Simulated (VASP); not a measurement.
# Ta2Bi2O (P-3m1) in VASP: relaxation of cell and atoms with PBE

Aim: the relaxation of cell and atoms of Ta2Bi2O with PBE.

Everything below comes from runs of VASP 6.6.1. Logs are shortened: lines on timing, memory, paths and dates and some standing lists are left out, and cuts for length are marked.

## Step 1: The cell of the first run

The structure is trigonal, space group P-3m1 (No. 164). Conventional cell: a = 3.435 Å, b = 3.435 Å, c = 10.758 Å, α = 90.00°, β = 90.00°, γ = 120.00°. Within 2.9 Å of Ta (site symmetry 3m) lie 3 O at 2.22 Å and 3 Ta at 2.80 Å. Within 4.1 Å of Bi (site symmetry 3m) lie 3 Ta at 3.11 Å and 1 O at 3.39 Å and 7 Bi at 3.44 to 3.98 Å. O (site symmetry -3m) has 6 Ta at 2.22 Å within 2.9 Å.

## Step 2: Relaxation of cell and atoms, PBE

Input file INCAR:

```
SYSTEM = Ta2Bi2O
PREC     = Accurate       ! precision mode
ENCUT    = 600            ! plane-wave cutoff, eV
EDIFF    = 1E-6           ! SCF threshold, eV
ISMEAR   = 0              ! smearing method
SIGMA    = 0.1            ! smearing width, eV
LREAL    = .FALSE.        ! projectors in reciprocal space
LASPH    = .TRUE.         ! aspherical terms in the spheres
NELM     = 60             ! most SCF steps
ALGO     = Normal         ! electronic algorithm
ISIF     = 3              ! what is computed and relaxed
LWAVE    = .FALSE.        ! write WAVECAR
LCHARG   = .FALSE.        ! write CHGCAR
GGA      = PE             ! functional
IBRION   = 2              ! ionic algorithm
NSW      = 100            ! ionic steps
EDIFFG   = -0.01          ! ionic threshold
```

Input file KPOINTS:

```
regular mesh
0
G
  12 12 4
  0 0 0
```

Input file POSCAR:

```
Ta2Bi2O
1.0
    3.4353482747      0.0000000000      0.0000000000
   -1.7176741373      2.9750988767      0.0000000000
    0.0000000000      0.0000000000     10.7579879885
Ta Bi O
2 2 1
Direct
    0.3333333333      0.6666666667      0.4082475949
    0.6666666667      0.3333333333      0.5917524051
    0.0000000000      0.0000000000      0.1851424706
    0.0000000000      0.0000000000      0.8148575294
    0.0000000000      0.0000000000      0.5000000000
```

Potentials or basis: VASP PAW PBE potentials, release 64 (Ta_pv, Bi_d, O).

The run is started by

```bash
$ cat potpaw_PBE.64/Ta_pv/POTCAR potpaw_PBE.64/Bi_d/POTCAR potpaw_PBE.64/O/POTCAR > POTCAR
$ mpirun -np 1 vasp_std > vasp.out
```

OUTCAR:

```text
SYSTEM = Ta2Bi2O
   PREC = Accurate
   ENCUT = 600
   EDIFF = 1E-6
   ISMEAR = 0
   LREAL = .FALSE.
   LASPH = .TRUE.
   NELM = 60
   ISIF = 3
   GGA = PE
   IBRION = 2
   NSW = 100
   EDIFFG = -0.01

 ion  position               nearest neighbor table
   1  0.333  0.667  0.408-   5 2.22   5 2.22   5 2.22   2 2.80   2 2.80   2 2.80   3 3.11   3 3.11
                             3 3.11
   2  0.667  0.333  0.592-   5 2.22   5 2.22   5 2.22   1 2.80   1 2.80   1 2.80   4 3.11   4 3.11
                             4 3.11
   3  0.000  0.000  0.185-   1 3.11   1 3.11   1 3.11
   4  0.000  0.000  0.815-   2 3.11   2 3.11   2 3.11
   5  0.000  0.000  0.500-   1 2.22   2 2.22   1 2.22   2 2.22   2 2.22   1 2.22

  LATTYP: Found a hexagonal cell.
 ALAT       =     3.4353482747
 C/A-ratio  =     3.1315567239

  Lattice vectors:

 A1 = (   3.4353482747,   0.0000000000,   0.0000000000)
 A2 = (  -1.7176741373,   2.9750988767,   0.0000000000)
 A3 = (   0.0000000000,   0.0000000000,  10.7579879885)

Analysis of symmetry for initial positions (statically):
=====================================================================
 Subroutine PRICEL returns:
 Original cell was already a primitive cell.

 Routine SETGRP: Setting up the symmetry group for a
 hexagonal supercell.

 Subroutine GETGRP returns: Found 12 space group operations
 (whereof 12 operations were pure point group operations)
 out of a pool of 24 trial point group operations.

The static configuration has the point symmetry D_3d.

Analysis of symmetry for dynamics (positions and initial velocities):
=====================================================================
 Subroutine PRICEL returns:
 Original cell was already a primitive cell.

 Routine SETGRP: Setting up the symmetry group for a
 hexagonal supercell.

 Subroutine GETGRP returns: Found 12 space group operations
 (whereof 12 operations were pure point group operations)
 out of a pool of 24 trial point group operations.

The dynamic configuration has the point symmetry D_3d.

 Subroutine INISYM returns: Found 12 space group operations
 (whereof 12 operations are pure point group operations),
 and found     1 'primitive' translations

----------------------------------------------------------------------------------------

                                     Primitive cell

  volume of cell :     109.9520

  direct lattice vectors                    reciprocal lattice vectors
     3.435348275  0.000000000  0.000000000     0.291091301  0.168061641  0.000000000
    -1.717674137  2.975098877  0.000000000     0.000000000  0.336123282  0.000000000
     0.000000000  0.000000000 10.757987989     0.000000000  0.000000000  0.092954184

  length of vectors
     3.435348275  3.435348275 10.757987989     0.336123282  0.336123282  0.092954184

  position of ions in fractional coordinates (direct lattice)
     0.333333333  0.666666667  0.408247595
     0.666666667  0.333333333  0.591752405
     0.000000000  0.000000000  0.185142471
     0.000000000  0.000000000  0.814857529
     0.000000000  0.000000000  0.500000000

  ion indices of the primitive-cell ions
   primitive index   ion index
                 1           1
                 2           2
                 3           3
                 4           4
                 5           5

----------------------------------------------------------------------------------------

 KPOINTS: regular mesh

Automatic generation of k-mesh.
 Grid dimensions read from file:
 generate k-points for:   12   12    4

 Generating k-lattice:

  Cartesian coordinates                     Fractional coordinates (reciprocal lattice)
     0.024257608  0.014005137  0.000000000     0.083333333  0.000000000  0.000000000
     0.000000000  0.028010274  0.000000000     0.000000000  0.083333333  0.000000000
     0.000000000  0.000000000  0.023238546     0.000000000  0.000000000  0.250000000

  Length of vectors
     0.028010274  0.028010274  0.023238546

  Shift w.r.t. Gamma in fractional coordinates (k-lattice)
     0.000000000  0.000000000  0.000000000

 Subroutine IBZKPT returns following result:
 ===========================================

 Found     69 irreducible k-points:

 Following reciprocal coordinates:
            Coordinates               Weight
  0.000000  0.000000  0.000000      1.000000
  0.083333 -0.000000  0.000000      6.000000
  0.166667 -0.000000  0.000000      6.000000
  0.250000  0.000000  0.000000      6.000000
  0.333333 -0.000000  0.000000      6.000000
  0.416667  0.000000  0.000000      6.000000
[... 16 lines left out ...]
  0.166667 -0.000000  0.250000      6.000000
  0.000000  0.166667  0.250000      6.000000
 [... further k-points ...]
   k-points           NKPTS =     69   k-points in BZ     NKDIM =     69   number of bands    NBANDS=     34
   number of dos      NEDOS =    301   number of ions     NIONS =      5
   total plane-waves  NPLWV =  70560
   dimension x,y,z NGX =    28 NGY =   28 NGZ =   90
   dimension x,y,z NGXF=    56 NGYF=   56 NGZF=  180
   ions per type =               2   2   1
   NGX,Y,Z   is equivalent  to a cutoff of  13.55, 13.55, 13.91 a.u.
   NGXF,Y,Z  is equivalent  to a cutoff of  27.10, 27.10, 27.82 a.u.
 SYSTEM =  Ta2Bi2O
   PREC   = accura    normal or accurate (medium, high low for compatibility)
   ISTART =      0    job   : 0-new  1-cont  2-samecut
   ICHARG =      2    charge: 1-file 2-atom 10-const
   ISPIN  =      1    spin polarized calculation?
   LNONCOLLINEAR =      F non collinear calculations
   LSORBIT =      F    spin-orbit coupling
   LASPH  =      T    aspherical Exc in radial PAW
   ENCUT  =  600.0 eV  44.10 Ry    6.64 a.u.   6.86  6.86 21.49*2*pi/ulx,y,z
   NELM   =     60;   NELMIN=  2; NELMDL= -5     # of ELM steps
   EDIFF  = 0.1E-05   stopping-criterion for ELM
   LREAL  =      F    real-space projection
   EDIFFG = -.1E-01   stopping-criterion for IOM
   NSW    =    100    number of steps for IOM
   IBRION =      2    ionic relax: 0-MD 1-quasi-New 2-CG
   NFREE  =      1    steps in history (QN), initial steepest desc. (CG)
   ISIF   =      3    stress and relaxation
   ISYM   =      2    0-nonsym 1-usesym 2-fastsym
   POTIM  = 0.5000    time-step for ionic-motion
   TEBEG  =    0.0;   TEEND  =   0.0 temperature during run
   PSTRESS=    0.0 pullay stress
   NELECT =      58.0000    total number of electrons
   NUPDOWN=      -1.0000    fix difference up-down
   EMIN   =  10.00;   EMAX   =-10.00  energy-range for DOS
   EFERMI =   0.00;   METHOD = LEGACY
   ISMEAR =     0;   SIGMA  =   0.10  broadening in eV -4-tet -1-fermi 0-gaus
   EFERMI_NEDOS =   21; number of points for ismear=-14 and -15
   IALGO  =     38    algorithm
   IMIX   =      4    mixing-type and parameters
     AMIX     =   0.40;   BMIX     =  1.00
     AMIX_MAG =   1.60;   BMIX_MAG =  1.00
  volume/ion in A,a.u.               =      21.99       148.40
  Fermi-wavevector in a.u.,A,eV,Ry     =   1.322766  2.499666 23.806255  1.749710
  Thomas-Fermi vector in A             =   2.452423
   LORBIT       =      0    0 simple, 1 ext, 2 COOP (PROOUT), +10 PAW based schemes
   GGA     = PE    functional components
   LHFCALC =     F    Hartree Fock is set to
   AEXX    =    0.0000 exact exchange contribution
   IVDW    =     0    specifies the selected vdW correction
   LEPSILON=     F    determine dielectric tensor
   LRPA    =     F    only Hartree local field effects (RPA)
 conjugate gradient relaxation of ions
 non-spin polarized calculation
 Gauss-broadening in eV      SIGMA  =   0.10
  energy-cutoff  :      600.00
  volume of cell :      109.95
 maximum number of plane-waves:      3696
   NGX = 13   NGY = 13   NGZ = 43

--------------------------------------- Ionic step        1  -------------------------------------------

 number of electron      58.0000002 magnetization

 Free energy of the ion-electron system (eV)
  ---------------------------------------------------
  ext. energy  EPLUGINS =         0.00000000
  ---------------------------------------------------
  free energy    TOTEN  =       -37.96258713 eV

  energy without entropy =      -37.95592720  energy(sigma->0) =      -37.95925717

------------------------ aborting loop because EDIFF is reached ----------------------------------------

  FORCE on cell =-STRESS in cart. coord.  units (eV):
  Direction    XX          YY          ZZ          XY          YZ          ZX
  --------------------------------------------------------------------------------------
  -------------------------------------------------------------------------------------
  Total        0.2444880      0.2444880      0.3962967      0.0000000      0.0000000     -0.0000000
  in kB        3.5625816      3.5625816      5.7746785      0.0000000      0.0000000     -0.0000000
  external PRESSURE =       4.2999472 kB  Pullay stress =       0.0000000 kB
[... 98 lines left out ...]
  FREE ENERGIE OF THE ION-ELECTRON SYSTEM (eV)
  ---------------------------------------------------
  free  energy   TOTEN  =       -37.9634264824 eV

  energy  without entropy=      -37.9567513742  energy(sigma->0) =      -37.96008893

[... ionic steps 4 to 10 ...]

--------------------------------------- Ionic step       11  -------------------------------------------

 number of electron      58.0000006 magnetization

------------------------ aborting loop because EDIFF is reached ----------------------------------------

  FORCE on cell =-STRESS in cart. coord.  units (eV):
  Direction    XX          YY          ZZ          XY          YZ          ZX
  --------------------------------------------------------------------------------------
  -------------------------------------------------------------------------------------
  Total       -0.0733883     -0.0733883      0.1258466     -0.0000000      0.0000000      0.0000000
  in kB       -1.0558438     -1.0558438      1.8105658     -0.0000000      0.0000000      0.0000000
  external PRESSURE =      -0.1003740 kB  Pullay stress =       0.0000000 kB
[... 63 lines left out ...]
  energy  without entropy=      -37.9589553414  energy(sigma->0) =      -37.96218530

--------------------------------------- Ionic step       13  -------------------------------------------

 number of electron      58.0000002 magnetization

 Free energy of the ion-electron system (eV)
  ---------------------------------------------------
  ext. energy  EPLUGINS =         0.00000000
  ---------------------------------------------------
  free energy    TOTEN  =       -37.96552381 eV

  energy without entropy =      -37.95915232  energy(sigma->0) =      -37.96233806

 E-fermi :   6.7462     XC(G=0): -10.7078

 val. band max:        6.6821941138   @ k =   0.0000   0.0833   0.2500
 cond. band min:       6.7522550229   @ k =   0.0833  -0.0000   0.2500
 fundamental gap:      0.0700609091
 Fermi energy:         6.7461990260

 k-point     1 :       0.0000    0.0000    0.0000
  band No.  band energies     occupation
      1     -28.8136      2.00000
      2     -28.5437      2.00000
      3     -28.5437      2.00000
      4     -28.3219      2.00000
      5     -28.3219      2.00000
      6     -28.1137      2.00000
[... 877 lines left out ...]
     33       9.2414      0.00000
     34       9.3497      0.00000

 [... further k-points ...]

------------------------ aborting loop because EDIFF is reached ----------------------------------------

  FORCE on cell =-STRESS in cart. coord.  units (eV):
  Direction    XX          YY          ZZ          XY          YZ          ZX
  --------------------------------------------------------------------------------------
  -------------------------------------------------------------------------------------
  Total        0.0223274      0.0223274      0.0465311      0.0000000     -0.0000000     -0.0000000
  in kB        0.3205563      0.3205563      0.6680517      0.0000000     -0.0000000     -0.0000000
  external PRESSURE =       0.4363881 kB  Pullay stress =       0.0000000 kB
[... 20 lines left out ...]
  FREE ENERGIE OF THE ION-ELECTRON SYSTEM (eV)
  ---------------------------------------------------
  free  energy   TOTEN  =       -37.9655238081 eV

  energy  without entropy=      -37.9591523157  energy(sigma->0) =      -37.96233806

 reached required accuracy - stopping structural energy minimisation
```

It took 22 min on 1 thread of Intel Xeon 6975P-C (Granite Rapids), shared host; peak memory 0.47 GiB.

Results:

| Property | Result |
| --- | --- |
| Free energy | -37.9655 eV |
| Relaxed volume | 22.32 Å³/atom |
| Relaxed cell | a = 3.438 Å, b = 3.438 Å, c = 10.904 Å, α = 90.00°, β = 90.00°, γ = 120.00° |
| Space group after relaxing (to 0.05 Å) | P-3m1 (No. 164) |
| Energy gained by relaxing | 0.6 meV/atom |
| Ionic steps | 13 |
| Pressure after relaxing | 0.0 GPa |
| Largest force after relaxing | 0.005 eV/Å |
| Band gap on the k mesh | zero (band 29 reaches 7.91 eV, above the bottom of band 30 at 5.45 eV) |

Forces in eV/Å, atoms in the order of the input:
```
Ta   0.000  0.000 -0.001
Ta   0.000  0.000  0.001
Bi   0.000  0.000 -0.005
Bi   0.000  0.000  0.005
O    0.000  0.000  0.000
```

The path:
| step | energy change (eV) | largest force (eV/Å) | pressure (GPa) | volume (Å³) |
| --- | --- | --- | --- | --- |
| 1 | 0.0000 | 0.1109 | 0.43 | 109.95 |
| 2 | 0.0006 | 0.1115 | -0.67 | 110.89 |
| 3 | -0.0008 | 0.0491 | -0.06 | 110.36 |
| 4 | -0.0011 | 0.0385 | 0.01 | 110.32 |
| 5 | -0.0011 | 0.0445 | 0.08 | 110.27 |
| 6 | -0.0013 | 0.0450 | 0.07 | 110.34 |
| 7 | -0.0017 | 0.0479 | 0.04 | 110.53 |
| 8 | -0.0023 | 0.0538 | -0.01 | 110.93 |
| 9 | -0.0022 | 0.0657 | -0.15 | 111.72 |
| 10 | -0.0024 | 0.0599 | -0.10 | 111.33 |
| 11 | -0.0027 | 0.0401 | -0.01 | 111.36 |
| 12 | -0.0028 | 0.0203 | 0.15 | 111.43 |
| 13 | -0.0029 | 0.0046 | 0.04 | 111.59 |

Final structure:
```yaml
crystal:
  lattice:
    - [3.43764, 0.00000, 0.00000]
    - [-1.71882, 2.97709, 0.00000]
    - [0.00000, 0.00000, 10.90415]
  atoms:
    - { symbol: Ta, position: [0.33333, 0.66667, 0.40906] }
    - { symbol: Ta, position: [0.66667, 0.33333, 0.59094] }
    - { symbol: Bi, position: [0.00000, 0.00000, 0.18944] }
    - { symbol: Bi, position: [0.00000, 0.00000, 0.81056] }
    - { symbol: O, position: [0.00000, 0.00000, 0.50000] }
```

Caveat: spin-orbit coupling is left out, which moves the levels of the heavy elements.
